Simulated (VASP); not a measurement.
# SnO2 (Pa-3) in VASP: a series of runs

Aim: see how the results for SnO2 move with the level of theory and the settings. Levels: RPBE+D4, BLYP+D3(BJ). Tasks: single point, relaxation of cell and atoms.

Everything below comes from runs of VASP 6.6.1. Logs are shortened: lines on timing, memory, paths and dates and some standing lists are left out, and cuts for length are marked.

## (1) The cell of the first run

The structure is cubic, space group Pa-3 (No. 205). Conventional cell: a = 5.133 Å, b = 5.133 Å, c = 5.133 Å, α = 90.00°, β = 90.00°, γ = 90.00°. Sn (site symmetry -3) has 6 O at 2.10 Å within 2.8 Å. Within 2.9 Å of O (site symmetry 3) lie 3 Sn at 2.10 Å and 7 O at 2.73 to 2.82 Å.

## (2) Single point, RPBE+D4

Input file INCAR:

```
SYSTEM = SnO2
PREC = Accurate ; ENCUT = 520
EDIFF = 1E-6 ; ISMEAR = -1
SIGMA = 0.05 ; LREAL = .FALSE.
LASPH = .TRUE. ; NELM = 60
ALGO = Normal ; ISIF = 2
LWAVE = .FALSE. ; LCHARG = .TRUE.
GGA = RP ; IVDW = 13
LELF = .TRUE. ; LVHAR = .TRUE.
NBANDS = 64
```

Input file KPOINTS:

```
Automatic mesh
0
G
  5 5 5
  0 0 0
```

Input file POSCAR:

```
SnO2
1.0
    5.1333116534      0.0000000000      0.0000000000
    0.0000000000      5.1333116534      0.0000000000
    0.0000000000      0.0000000000      5.1333116534
Sn O
4 8
Direct
    0.0000000000      0.0000000000      0.0000000000
    0.5000000000      0.0000000000      0.5000000000
    0.5000000000      0.5000000000      0.0000000000
    0.0000000000      0.5000000000      0.5000000000
    0.6588058168      0.8411941832      0.1588058168
    0.8411941832      0.1588058168      0.6588058168
    0.1588058168      0.6588058168      0.8411941832
    0.3411941832      0.3411941832      0.3411941832
    0.6588058168      0.6588058168      0.6588058168
    0.8411941832      0.3411941832      0.1588058168
    0.1588058168      0.8411941832      0.3411941832
    0.3411941832      0.1588058168      0.8411941832
```

Potentials or basis: VASP PAW PBE potentials, release 64 (Sn_d, O).

Started as:

```
$ cat potpaw_PBE.64/Sn_d/POTCAR potpaw_PBE.64/O/POTCAR > POTCAR
$ mpirun -np 1 vasp_std > vasp.out
```

OUTCAR:

```text
SYSTEM = SnO2
   PREC = Accurate
   ENCUT = 520
   EDIFF = 1E-6
   ISMEAR = -1
   LREAL = .FALSE.
   LASPH = .TRUE.
   NELM = 60
   ISIF = 2
   GGA = RP
   IVDW = 13

 ion  position               nearest neighbor table
   1  0.000  0.000  0.000-   5 2.10   6 2.10   7 2.10  10 2.10  11 2.10  12 2.10   2 3.63   3 3.63
                             4 3.63   2 3.63   4 3.63   3 3.63   4 3.63   4 3.63   2 3.63   3 3.63
   2  0.500  0.000  0.500-   5 2.10   6 2.10   8 2.10   9 2.10  11 2.10  12 2.10   1 3.63   3 3.63
                             4 3.63   1 3.63   3 3.63   3 3.63   4 3.63   3 3.63   1 3.63   4 3.63
   3  0.500  0.500  0.000-   5 2.10   7 2.10   8 2.10   9 2.10  10 2.10  12 2.10   1 3.63   2 3.63
                             4 3.63   2 3.63   4 3.63   1 3.63   2 3.63   2 3.63   1 3.63   4 3.63
   4  0.000  0.500  0.500-   6 2.10   7 2.10   8 2.10   9 2.10  10 2.10  11 2.10   1 3.63   2 3.63
                             3 3.63   1 3.63   3 3.63   1 3.63   2 3.63   1 3.63   2 3.63   3 3.63
   5  0.659  0.841  0.159-   1 2.10   2 2.10   3 2.10
   6  0.841  0.159  0.659-   1 2.10   2 2.10   4 2.10
   7  0.159  0.659  0.841-   1 2.10   3 2.10   4 2.10
   8  0.341  0.341  0.341-   2 2.10   3 2.10   4 2.10
   9  0.659  0.659  0.659-   2 2.10   3 2.10   4 2.10
  10  0.841  0.341  0.159-   1 2.10   3 2.10   4 2.10
  11  0.159  0.841  0.341-   1 2.10   2 2.10   4 2.10
  12  0.341  0.159  0.841-   1 2.10   2 2.10   3 2.10

  LATTYP: Found a simple cubic cell.
 ALAT       =     5.1333116534

  Lattice vectors:

 A1 = (   5.1333116534,   0.0000000000,   0.0000000000)
 A2 = (   0.0000000000,   5.1333116534,   0.0000000000)
 A3 = (   0.0000000000,   0.0000000000,   5.1333116534)

Analysis of symmetry for initial positions (statically):
=====================================================================
 Subroutine PRICEL returns:
 Original cell was already a primitive cell.

 Routine SETGRP: Setting up the symmetry group for a
 simple cubic supercell.

 Subroutine GETGRP returns: Found 24 space group operations
 (whereof  6 operations were pure point group operations)
 out of a pool of 48 trial point group operations.

The static configuration has the point symmetry S_6 .
 The point group associated with its full space group is T_h .

Analysis of symmetry for dynamics (positions and initial velocities):
=====================================================================
 Subroutine PRICEL returns:
 Original cell was already a primitive cell.

 Routine SETGRP: Setting up the symmetry group for a
 simple cubic supercell.

[... 125 lines left out ...]
   EFERMI =   0.00;   METHOD = LEGACY
   ISMEAR =    -1;   SIGMA  =   0.05  broadening in eV -4-tet -1-fermi 0-gaus
   EFERMI_NEDOS =   21; number of points for ismear=-14 and -15
   IALGO  =     38    algorithm
   IMIX   =      4    mixing-type and parameters
     AMIX     =   0.40;   BMIX     =  1.00
     AMIX_MAG =   1.60;   BMIX_MAG =  1.00
  volume/ion in A,a.u.               =      11.27        76.07
  Fermi-wavevector in a.u.,A,eV,Ry     =   1.499760  2.834135 30.603296  2.249279
  Thomas-Fermi vector in A             =   2.611348
   LORBIT       =      0    0 simple, 1 ext, 2 COOP (PROOUT), +10 PAW based schemes
   GGA     = RP    functional components
   LHFCALC =     F    Hartree Fock is set to
   AEXX    =    0.0000 exact exchange contribution
   IVDW    =    13    specifies the selected vdW correction
   LEPSILON=     F    determine dielectric tensor
   LRPA    =     F    only Hartree local field effects (RPA)
 non-spin polarized calculation
  energy-cutoff  :      520.00
  volume of cell :      135.27
 maximum number of plane-waves:      3743
 NGX is ok and might be reduce to    40
   NGX = 19   NGY = 19   NGZ = 19

 number of electron     103.9999977 magnetization

 Free energy of the ion-electron system (eV)
  ---------------------------------------------------
  ext. energy  EPLUGINS =         0.00000000
  ---------------------------------------------------
  free energy    TOTEN  =       -68.38742179 eV

  energy without entropy =      -68.38740053  energy(sigma->0) =      -68.38741116

 E-fermi :   7.5311     XC(G=0): -11.5485

 val. band max:        7.0092204559   @ k =  -0.2000   0.4000   0.0000
 cond. band min:       7.8620329490   @ k =   0.0000   0.0000   0.0000
 fundamental gap:      0.8528124931
 Fermi energy:         7.5310538087

 k-point     1 :       0.0000    0.0000    0.0000
  band No.  band energies     occupation
      1     -13.9002      2.00000
      2     -13.9002      2.00000
      3     -13.9002      2.00000
      4     -13.1547      2.00000
      5     -13.1547      2.00000
      6     -13.1547      2.00000
[... 726 lines left out ...]
     63      18.0748      0.00000
     64      18.6073      0.00000

------------------------ aborting loop because EDIFF is reached ----------------------------------------

  DFT-D4 for vdW energy calculation

  Edisp (eV):   -7.20809

  FORCE on cell =-STRESS in cart. coord.  units (eV):
  Direction    XX          YY          ZZ          XY          YZ          ZX
  --------------------------------------------------------------------------------------
  -------------------------------------------------------------------------------------
  Total       0.52062     0.52062     0.52062     0.00000     0.00000    -0.00000
  in kB       6.16653     6.16653     6.16653     0.00000     0.00000    -0.00000
  external pressure =        6.17 kB  Pullay stress =        0.00 kB

 VOLUME and BASIS-vectors are now :
 -----------------------------------------------------------------------------
  energy-cutoff  :      520.00
  volume of cell :      135.27
      direct lattice vectors                 reciprocal lattice vectors
     5.133311653  0.000000000  0.000000000     0.194806018  0.000000000  0.000000000
     0.000000000  5.133311653  0.000000000     0.000000000  0.194806018  0.000000000
     0.000000000  0.000000000  5.133311653     0.000000000  0.000000000  0.194806018

 POSITION                                       TOTAL-FORCE (eV/Angst)
 -----------------------------------------------------------------------------------
      0.00000      0.00000      0.00000         0.000000      0.000000     -0.000000
      2.56666      0.00000      2.56666         0.000000      0.000000     -0.000000
      2.56666      2.56666      0.00000         0.000000      0.000000     -0.000000
      0.00000      2.56666      2.56666         0.000000      0.000000     -0.000000
      3.38186      4.31811      0.81520        -0.000236      0.000236     -0.000236
      4.31811      0.81520      3.38186         0.000236     -0.000236     -0.000236
      0.81520      3.38186      4.31811        -0.000236     -0.000236      0.000236
      1.75146      1.75146      1.75146         0.000236      0.000236      0.000236
      3.38186      3.38186      3.38186        -0.000236     -0.000236     -0.000236
      4.31811      1.75146      0.81520         0.000236      0.000236     -0.000236
      0.81520      4.31811      1.75146        -0.000236      0.000236      0.000236
      1.75146      0.81520      4.31811         0.000236     -0.000236      0.000236
 -----------------------------------------------------------------------------------
    total drift:                               -0.000000      0.000000     -0.000000

  FREE ENERGIE OF THE ION-ELECTRON SYSTEM (eV)
  ---------------------------------------------------
  free  energy   TOTEN  =       -75.5955119311 eV

  energy  without entropy=      -75.5954906724  energy(sigma->0) =      -75.59550130
```

It took 2.2 min on 1 thread of Intel Xeon 8259CL, shared host; peak memory 0.27 GiB.

What came out:

```yaml
Free_energy: -75.5955 eV
Pressure: 0.6 GPa
Band_gap_on_the_k_mesh: 0.85 eV (least direct gap 0.91 eV)
Dispersion_energy_per_atom: -0.601 eV
```

Levels at points of the mesh, in eV from the valence-band top:
```csv
k point,band 49,band 50,band 51,band 52,band 53,band 54,band 55,band 56
"(0.00, 0.00, 0.00)",-0.34,-0.06,-0.06,-0.06,0.85,6.07,6.07,6.07
```

Caveat: the PAW data sets were made with another functional, which shifts forces and pressure a little; spin-orbit coupling is left out, which moves the levels of the heavy elements; an odd mesh through Γ misses points on the zone boundary, where band edges can lie.

## (3) Relaxation of cell and atoms, RPBE+D4

This run uses another cell than the first one, of 11.55 Å³/atom.

Input file INCAR:

```
PREC = Accurate
ENCUT = 600
EDIFF = 1E-6
ISMEAR = -1
SIGMA = 0.05
LREAL = False
LASPH = True
NELM = 80
ALGO = Normal
ISIF = 3
LWAVE = False
LCHARG = False
GGA = RP
IVDW = 13
IBRION = 2
NSW = 60
EDIFFG = -0.01
```

Input file KPOINTS:

```
Automatic mesh
0
Gamma
  5 5 5
```

Input file POSCAR:

```
SnO2
1.0
    5.1752560000      0.0000000000      0.0000000000
    0.0000000000      5.1752560000      0.0000000000
    0.0000000000      0.0000000000      5.1752560000
Sn O
4 8
Direct
    0.0000000000      0.0000000000      0.0000000000
    0.5000000000      0.0000000000      0.5000000000
    0.5000000000      0.5000000000      0.0000000000
    0.0000000000      0.5000000000      0.5000000000
    0.6610980000      0.8389020000      0.1610980000
    0.8389020000      0.1610980000      0.6610980000
    0.1610980000      0.6610980000      0.8389020000
    0.3389020000      0.3389020000      0.3389020000
    0.6610980000      0.6610980000      0.6610980000
    0.8389020000      0.3389020000      0.1610980000
    0.1610980000      0.8389020000      0.3389020000
    0.3389020000      0.1610980000      0.8389020000
```

Potentials or basis: VASP PAW PBE potentials, release 64 (Sn_d, O).

Started as:

```
$ cat potpaw_PBE.64/Sn_d/POTCAR potpaw_PBE.64/O/POTCAR > POTCAR
$ mpirun -np 1 vasp_std > vasp.out
```

It took 14 min on 1 thread of Intel Xeon 8259CL, shared host; peak memory 0.32 GiB.

It converged, with:

- Free energy: -75.6294 eV
- Relaxed volume: 11.30 Å³/atom
- Relaxed cell: a = 5.137 Å, b = 5.137 Å, c = 5.137 Å, α = 90.00°, β = 90.00°, γ = 90.00°
- Space group after relaxing (to 0.1 Å): Pa-3 (No. 205)
- Energy gained by relaxing: 3.7 meV/atom
- Ionic steps: 8
- Pressure after relaxing: -0.1 GPa
- Band gap on the k mesh: 0.83 eV (least direct gap 0.89 eV)
- Dispersion energy per atom: -0.599 eV

Step by step:
| step | energy change (eV) | largest force (eV/Å) | pressure (GPa) | volume (Å³) |
| --- | --- | --- | --- | --- |
| 1 | 0.0000 | 0.0437 | -4.10 | 138.61 |
| 2 | -0.0006 | 0.0835 | 4.56 | 132.76 |
| 3 | -0.0396 | 0.0630 | 0.04 | 135.61 |
| 4 | -0.0396 | 0.0626 | -0.05 | 135.67 |
| 5 | -0.0409 | 0.0538 | -0.05 | 135.66 |
| 6 | -0.0437 | 0.0278 | -0.05 | 135.60 |
| 7 | -0.0440 | 0.0281 | -0.08 | 135.50 |
| 8 | -0.0447 | 0.0002 | -0.07 | 135.55 |

Final structure:
```
Sn O
1.0
     5.13694    0.00000    0.00000
     0.00000    5.13694    0.00000
     0.00000    0.00000    5.13694
Sn O
4 8
Cartesian
  0.0000 0.0000 0.0000
  2.5685 0.0000 2.5685
  2.5685 2.5685 0.0000
  0.0000 2.5685 2.5685
  3.3845 4.3209 0.8160
  4.3209 0.8160 3.3845
  0.8160 3.3845 4.3209
  1.7524 1.7524 1.7524
  3.3845 3.3845 3.3845
  4.3209 1.7524 0.8160
  0.8160 4.3209 1.7524
  1.7524 0.8160 4.3209
```

Levels at points of the mesh, in eV from the valence-band top:
```tsv
k point	band 50	band 51	band 52	band 53	band 54	band 55
(0.00, 0.00, 0.00)	-0.06	-0.06	-0.06	0.83	6.05	6.05
```

Caveat: the PAW data sets were made with another functional, which shifts forces and pressure a little; spin-orbit coupling is left out, which moves the levels of the heavy elements; an odd mesh through Γ misses points on the zone boundary, where band edges can lie.

## (4) Single point, BLYP+D3(BJ)

This run uses another cell than the first one, of 11.45 Å³/atom.

Input file INCAR:

```
PREC = Accurate
ENCUT = 520
EDIFF = 1E-7
ISMEAR = -1
SIGMA = 0.05
LREAL = False
LASPH = True
NELM = 100
ALGO = Normal
ISIF = 2
LWAVE = False
LCHARG = False
GGA = B5
ALDAX = 1.0
AGGAX = 1.0
AGGAC = 1.0
ALDAC = 0.0
IVDW = 12
VDW_S6 = 1.0
VDW_S8 = 2.6996
VDW_A1 = 0.4298
VDW_A2 = 4.2359
NBANDS = 64
```

KPOINTS is that of step 3.

Input file POSCAR:

```
SnO2
1.0
    5.1598941015      0.0000000000      0.0000000000
    0.0000000000      5.1598941015      0.0000000000
    0.0000000000      0.0000000000      5.1598941015
Sn O
4 8
Direct
    0.0000000000      0.0000000000      0.0000000000
    0.5000000000      0.0000000000      0.5000000000
    0.5000000000      0.5000000000      0.0000000000
    0.0000000000      0.5000000000      0.5000000000
    0.6591347216      0.8408652784      0.1591347216
    0.8408652784      0.1591347216      0.6591347216
    0.1591347216      0.6591347216      0.8408652784
    0.3408652784      0.3408652784      0.3408652784
    0.6591347216      0.6591347216      0.6591347216
    0.8408652784      0.3408652784      0.1591347216
    0.1591347216      0.8408652784      0.3408652784
    0.3408652784      0.1591347216      0.8408652784
```

Started as:

```
$ cat potpaw_PBE.64/Sn_d/POTCAR potpaw_PBE.64/O/POTCAR > POTCAR
$ mpirun -np 1 vasp_std > vasp.out
```

Run time: 4.9 min. Hardware: 1 thread of Intel Xeon 8259CL, shared host; peak memory 0.28 GiB.

Results (log left out):

```
Free energy                : -74.3610 eV
Pressure                   : 0.9 GPa
Band gap on the k mesh     : 0.70 eV (least direct gap 0.75 eV)
Dispersion energy per atom : -0.513 eV
```

Levels at points of the mesh, in eV from the valence-band top:
| k point | band 49 | band 50 | band 51 | band 52 | band 53 | band 54 | band 55 | band 56 |
| --- | --- | --- | --- | --- | --- | --- | --- | --- |
| (0.00, 0.00, 0.00) | -0.35 | -0.05 | -0.05 | -0.05 | 0.70 | 5.79 | 5.79 | 5.79 |

Caveat: the PAW data sets were made with another functional, which shifts forces and pressure a little; spin-orbit coupling is left out, which moves the levels of the heavy elements; an odd mesh through Γ misses points on the zone boundary, where band edges can lie.

(Continued in part 2 of 2.)
